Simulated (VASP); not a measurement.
# Sb (Fd-3m) in VASP: relaxation of cell and atoms with PBE

Aim: the relaxation of cell and atoms of Sb with PBE.

All numbers are computed with VASP 6.6.1; they aren't measurements. Logs are shortened: lines on timing, memory, paths and dates and some standing lists are left out, and cuts for length are marked.

## Step 1: The cell of the first run

The structure is cubic, space group Fd-3m (No. 227). Conventional cell: a = 6.542 Å, b = 6.542 Å, c = 6.542 Å, α = 90.00°, β = 90.00°, γ = 90.00°. Sb (site symmetry -43m) has 4 Sb at 2.83 Å within 3.7 Å.

## Step 2: Relaxation of cell and atoms, PBE

INCAR

```
SYSTEM = Sb
  PREC = Accurate
  ENCUT = 600
  EDIFF = 1E-7
  ISMEAR = -1
  SIGMA = 0.05
  LREAL = .FALSE.
  LASPH = .TRUE.
  NELM = 100
  ALGO = Normal
  ISIF = 3
  LWAVE = .FALSE.
  LCHARG = .FALSE.
  GGA = PE
  IBRION = 2
  NSW = 60
  EDIFFG = -0.005
```

KPOINTS

```
regular mesh
0
G
  11 11 11
  0 0 0
```

POSCAR

```
Sb
1.0
    0.0000000000      3.2710663102      3.2710663102
    3.2710663102      0.0000000000      3.2710663102
    3.2710663102      3.2710663102      0.0000000000
Sb
2
Direct
   -0.1250000000     -0.1250000000     -0.1250000000
    0.1250000000      0.1250000000      0.1250000000
```

Potentials or basis: VASP PAW PBE potentials, release 64 (Sb).

Launch:

```
$ cat potpaw_PBE.64/Sb/POTCAR > POTCAR
$ mpirun -np 1 vasp_std > vasp.out
```

OUTCAR:

```text
SYSTEM = Sb
   PREC = Accurate
   ENCUT = 600
   EDIFF = 1E-7
   ISMEAR = -1
   LREAL = .FALSE.
   LASPH = .TRUE.
   NELM = 100
   ISIF = 3
   GGA = PE
   IBRION = 2
   NSW = 60
   EDIFFG = -0.005

 ion  position               nearest neighbor table
   1  0.875  0.875  0.875-   2 2.83   2 2.83   2 2.83   2 2.83
   2  0.125  0.125  0.125-   1 2.83   1 2.83   1 2.83   1 2.83

  LATTYP: Found a face centered cubic cell.
 ALAT       =     6.5421326204

  Lattice vectors:

 A1 = (   0.0000000000,   3.2710663102,   3.2710663102)
 A2 = (   3.2710663102,   0.0000000000,   3.2710663102)
 A3 = (   3.2710663102,   3.2710663102,   0.0000000000)

Analysis of symmetry for initial positions (statically):
=====================================================================
 Subroutine PRICEL returns:
 Original cell was already a primitive cell.

 Routine SETGRP: Setting up the symmetry group for a
 face centered cubic supercell.

 Subroutine GETGRP returns: Found 48 space group operations
 (whereof 12 operations were pure point group operations)
 out of a pool of 48 trial point group operations.

The static configuration has the point symmetry D_3d.
 The point group associated with its full space group is O_h .

Analysis of symmetry for dynamics (positions and initial velocities):
=====================================================================
 Subroutine PRICEL returns:
 Original cell was already a primitive cell.

 Routine SETGRP: Setting up the symmetry group for a
 face centered cubic supercell.

 Subroutine GETGRP returns: Found 48 space group operations
 (whereof 12 operations were pure point group operations)
 out of a pool of 48 trial point group operations.

The dynamic configuration has the point symmetry D_3d.
 The point group associated with its full space group is O_h .

 Subroutine INISYM returns: Found 48 space group operations
 (whereof 12 operations are pure point group operations),
 and found     1 'primitive' translations

----------------------------------------------------------------------------------------

                                     Primitive cell

  volume of cell :      70.0000

  direct lattice vectors                    reciprocal lattice vectors
     0.000000000  3.271066310  3.271066310    -0.152855354  0.152855354  0.152855354
     3.271066310  0.000000000  3.271066310     0.152855354 -0.152855354  0.152855354
     3.271066310  3.271066310  0.000000000     0.152855354  0.152855354 -0.152855354

  length of vectors
     4.625986339  4.625986339  4.625986339     0.264753240  0.264753240  0.264753240

  position of ions in fractional coordinates (direct lattice)
     0.875000000  0.875000000  0.875000000
     0.125000000  0.125000000  0.125000000

  ion indices of the primitive-cell ions
   primitive index   ion index
                 1           1
                 2           2

----------------------------------------------------------------------------------------

 KPOINTS: regular mesh

Automatic generation of k-mesh.
 Grid dimensions read from file:
 generate k-points for:   11   11   11

 Generating k-lattice:

  Cartesian coordinates                     Fractional coordinates (reciprocal lattice)
    -0.013895941  0.013895941  0.013895941     0.090909091  0.000000000  0.000000000
     0.013895941 -0.013895941  0.013895941     0.000000000  0.090909091  0.000000000
     0.013895941  0.013895941 -0.013895941     0.000000000  0.000000000  0.090909091

  Length of vectors
     0.024068476  0.024068476  0.024068476

  Shift w.r.t. Gamma in fractional coordinates (k-lattice)
     0.000000000  0.000000000  0.000000000

 Subroutine IBZKPT returns following result:
 ===========================================

 Found     56 irreducible k-points:

 Following reciprocal coordinates:
            Coordinates               Weight
  0.000000  0.000000  0.000000      1.000000
  0.090909  0.000000  0.000000      8.000000
  0.181818  0.000000  0.000000      8.000000
  0.272727  0.000000  0.000000      8.000000
  0.363636  0.000000  0.000000      8.000000
  0.454545  0.000000  0.000000      8.000000
[... 16 lines left out ...]
 -0.272727  0.181818  0.000000     24.000000
 -0.181818  0.181818  0.000000     12.000000
 [... further k-points ...]
   k-points           NKPTS =     56   k-points in BZ     NKDIM =     56   number of bands    NBANDS=      9
   number of dos      NEDOS =    301   number of ions     NIONS =      2
   total plane-waves  NPLWV =  64000
   dimension x,y,z NGX =    40 NGY =   40 NGZ =   40
   dimension x,y,z NGXF=    80 NGYF=   80 NGZF=   80
   ions per type =               2
   NGX,Y,Z   is equivalent  to a cutoff of  14.37, 14.37, 14.37 a.u.
   NGXF,Y,Z  is equivalent  to a cutoff of  28.75, 28.75, 28.75 a.u.
 SYSTEM =  Sb
   PREC   = accura    normal or accurate (medium, high low for compatibility)
   ISTART =      0    job   : 0-new  1-cont  2-samecut
   ICHARG =      2    charge: 1-file 2-atom 10-const
   ISPIN  =      1    spin polarized calculation?
   LNONCOLLINEAR =      F non collinear calculations
   LSORBIT =      F    spin-orbit coupling
   LASPH  =      T    aspherical Exc in radial PAW
   ENCUT  =  600.0 eV  44.10 Ry    6.64 a.u.   9.24  9.24  9.24*2*pi/ulx,y,z
   NELM   =    100;   NELMIN=  2; NELMDL= -5     # of ELM steps
   EDIFF  = 0.1E-06   stopping-criterion for ELM
   LREAL  =      F    real-space projection
   EDIFFG = -.5E-02   stopping-criterion for IOM
   NSW    =     60    number of steps for IOM
   IBRION =      2    ionic relax: 0-MD 1-quasi-New 2-CG
   NFREE  =      1    steps in history (QN), initial steepest desc. (CG)
   ISIF   =      3    stress and relaxation
   ISYM   =      2    0-nonsym 1-usesym 2-fastsym
   POTIM  = 0.5000    time-step for ionic-motion
   TEBEG  =    0.0;   TEEND  =   0.0 temperature during run
   PSTRESS=    0.0 pullay stress
   NELECT =      10.0000    total number of electrons
   NUPDOWN=      -1.0000    fix difference up-down
   EMIN   =  10.00;   EMAX   =-10.00  energy-range for DOS
   EFERMI =   0.00;   METHOD = LEGACY
   ISMEAR =    -1;   SIGMA  =   0.05  broadening in eV -4-tet -1-fermi 0-gaus
   EFERMI_NEDOS =   21; number of points for ismear=-14 and -15
   IALGO  =     38    algorithm
   IMIX   =      4    mixing-type and parameters
     AMIX     =   0.40;   BMIX     =  1.00
     AMIX_MAG =   1.60;   BMIX_MAG =  1.00
  volume/ion in A,a.u.               =      35.00       236.19
  Fermi-wavevector in a.u.,A,eV,Ry     =   0.855806  1.617239  9.964967  0.732404
  Thomas-Fermi vector in A             =   1.972612
   LORBIT       =      0    0 simple, 1 ext, 2 COOP (PROOUT), +10 PAW based schemes
   GGA     = PE    functional components
   LHFCALC =     F    Hartree Fock is set to
   AEXX    =    0.0000 exact exchange contribution
   IVDW    =     0    specifies the selected vdW correction
   LEPSILON=     F    determine dielectric tensor
   LRPA    =     F    only Hartree local field effects (RPA)
 conjugate gradient relaxation of ions
 non-spin polarized calculation
  energy-cutoff  :      600.00
  volume of cell :       70.00
 maximum number of plane-waves:      2357
 NGX is ok and might be reduce to    40
   NGX = 19   NGY = 19   NGZ = 19

--------------------------------------- Ionic step        1  -------------------------------------------

 number of electron      10.0000001 magnetization

 Free energy of the ion-electron system (eV)
  ---------------------------------------------------
  ext. energy  EPLUGINS =         0.00000000
  ---------------------------------------------------
  free energy    TOTEN  =        -7.29899962 eV

  energy without entropy =       -7.28971991  energy(sigma->0) =       -7.29435976

 E-fermi :   5.7377     XC(G=0):  -8.6959

 val. band max:        5.6785284634   @ k =   0.2727   0.2727   0.0000
 cond. band min:       5.7743668685   @ k =   0.4545   0.3636   0.0909
 fundamental gap:      0.0958384052
 Fermi energy:         5.7377020786

 k-point     1 :       0.0000    0.0000    0.0000
  band No.  band energies     occupation
      1      -6.8944      2.00000
      2       1.4219      2.00000
      3       3.7103      2.00000
      4       3.7103      2.00000
      5       3.7103      2.00000
      6       6.1993      0.00020
      7       6.1993      0.00020
      8       6.1993      0.00020
      9       9.7171      0.00000

 k-point     2 :       0.0909    0.0000    0.0000
  band No.  band energies     occupation
      1      -6.8236      2.00000
      2       0.9202      2.00000
      3       3.5909      2.00000
      4       3.5909      2.00000
      5       3.8781      2.00000
      6       6.3669      0.00001
      7       6.3669      0.00001
      8       6.4166      0.00000
      9      10.0675      0.00000

 k-point     3 :       0.1818    0.0000    0.0000
  band No.  band energies     occupation
      1      -6.6159      2.00000
      2      -0.0826      2.00000
      3       3.3282      2.00000
      4       3.3282      2.00000
      5       3.9283      2.00000
      6       6.7386      0.00000
      7       6.7386      0.00000
      8       7.1602      0.00000
      9      10.8164      0.00000
[... 373 lines left out ...]
 VOLUME and BASIS-vectors are now :
 -----------------------------------------------------------------------------
  energy-cutoff  :      600.00
  volume of cell :       85.37
      direct lattice vectors                 reciprocal lattice vectors
    -0.000000000  3.494818839  3.494818839    -0.143068932  0.143068932  0.143068932
     3.494818839  0.000000000  3.494818839     0.143068932 -0.143068932  0.143068932
     3.494818839  3.494818839 -0.000000000     0.143068932  0.143068932 -0.143068932

 POSITION                                       TOTAL-FORCE (eV/Angst)
 -----------------------------------------------------------------------------------
      6.11593      6.11593      6.11593         0.000000     -0.000000      0.000000
      0.87370      0.87370      0.87370        -0.000000      0.000000     -0.000000
 -----------------------------------------------------------------------------------
    total drift:                                0.000000     -0.000000     -0.000000

  FREE ENERGIE OF THE ION-ELECTRON SYSTEM (eV)
  ---------------------------------------------------
  free  energy   TOTEN  =        -7.6677822165 eV

  energy  without entropy=       -7.6569834818  energy(sigma->0) =       -7.66238285

--------------------------------------- Ionic step        5  -------------------------------------------

 number of electron       9.9999999 magnetization

 Free energy of the ion-electron system (eV)
  ---------------------------------------------------
  ext. energy  EPLUGINS =         0.00000000
  ---------------------------------------------------
  free energy    TOTEN  =        -7.66780968 eV

  energy without entropy =       -7.65703817  energy(sigma->0) =       -7.66242392

 E-fermi :   3.8296     XC(G=0):  -7.8698

 val. band max:        3.8195954456   @ k =  -0.4545   0.3636   0.1818
 cond. band min:       3.8797844520   @ k =   0.1818   0.1818   0.0000
 fundamental gap:      0.0601890064
 Fermi energy:         3.8295545438

 k-point     1 :       0.0000    0.0000    0.0000
  band No.  band energies     occupation
      1      -7.5569      2.00000
      2      -1.4957      2.00000
      3       2.1245      2.00000
      4       2.1245      2.00000
      5       2.1245      2.00000
      6       4.4092      0.00002
      7       4.4092      0.00002
      8       4.4092      0.00002
      9       7.8376      0.00000

 k-point     2 :       0.0909    0.0000    0.0000
  band No.  band energies     occupation
      1      -7.5006      2.00000
      2      -1.7362      2.00000
      3       2.0352      2.00000
      4       2.0352      2.00000
      5       2.1391      2.00000
      6       4.5390      0.00000
      7       4.5390      0.00000
      8       4.5534      0.00000
      9       8.1217      0.00000

 k-point     3 :       0.1818    0.0000    0.0000
  band No.  band energies     occupation
      1      -7.3361      2.00000
      2      -2.3201      2.00000
      3       1.8333      2.00000
      4       1.8333      2.00000
      5       2.0793      2.00000
      6       4.8382      0.00000
      7       4.8382      0.00000
      8       5.0570      0.00000
      9       8.7672      0.00000
[... 265 lines left out ...]
 VOLUME and BASIS-vectors are now :
 -----------------------------------------------------------------------------
  energy-cutoff  :      600.00
  volume of cell :       85.20
      direct lattice vectors                 reciprocal lattice vectors
     0.000000000  3.492526164  3.492526164    -0.143162850  0.143162850  0.143162850
     3.492526164  0.000000000  3.492526164     0.143162850 -0.143162850  0.143162850
     3.492526164  3.492526164  0.000000000     0.143162850  0.143162850 -0.143162850

 POSITION                                       TOTAL-FORCE (eV/Angst)
 -----------------------------------------------------------------------------------
      6.11192      6.11192      6.11192        -0.000000      0.000000     -0.000000
      0.87313      0.87313      0.87313         0.000000     -0.000000      0.000000
 -----------------------------------------------------------------------------------
    total drift:                                0.000000     -0.000000     -0.000000

  FREE ENERGIE OF THE ION-ELECTRON SYSTEM (eV)
  ---------------------------------------------------
  free  energy   TOTEN  =        -7.6678096790 eV

  energy  without entropy=       -7.6570381703  energy(sigma->0) =       -7.66242392

 reached required accuracy - stopping structural energy minimisation
```

Run time: 3.7 min. Hardware: 1 thread of AMD EPYC 7R13, shared host; peak memory 0.24 GiB.

Results:

| Item | Value |
| --- | --- |
| Free energy | -7.6678 eV |
| Relaxed volume | 42.60 Å³/atom |
| Relaxed cell | a = 4.939 Å, b = 4.939 Å, c = 4.939 Å, α = 60.00°, β = 60.00°, γ = 60.00° |
| Space group after relaxing (to 0.05 Å) | Fd-3m (No. 227) |
| Energy gained by relaxing | 184.4 meV/atom |
| Ionic steps | 5 |
| Pressure after relaxing | 0.0 GPa |
| Band gap on the k mesh | zero (band 5 reaches 4.25 eV, above the bottom of band 6 at 3.50 eV) |

Step by step:
```csv
step,energy change (eV),largest force (eV/Å),pressure (GPa),volume (Å³)
1,0.0000,0.0000,9.22,70.00
2,-0.3172,0.0000,-2.13,92.44
3,-0.3688,0.0000,0.06,85.05
4,-0.3688,0.0000,-0.05,85.37
5,-0.3688,0.0000,0.01,85.20
```

Final structure:
```
Sb
1.0
     0.00000    3.49253    3.49253
     3.49253    0.00000    3.49253
     3.49253    3.49253    0.00000
Sb
2
Direct
  0.87500 0.87500 0.87500
  0.12500 0.12500 0.12500
```

Caveat: the volume moved by over 15 % at a fixed basis, so the end points are rough; spin-orbit coupling is left out, which moves the levels of the heavy elements.
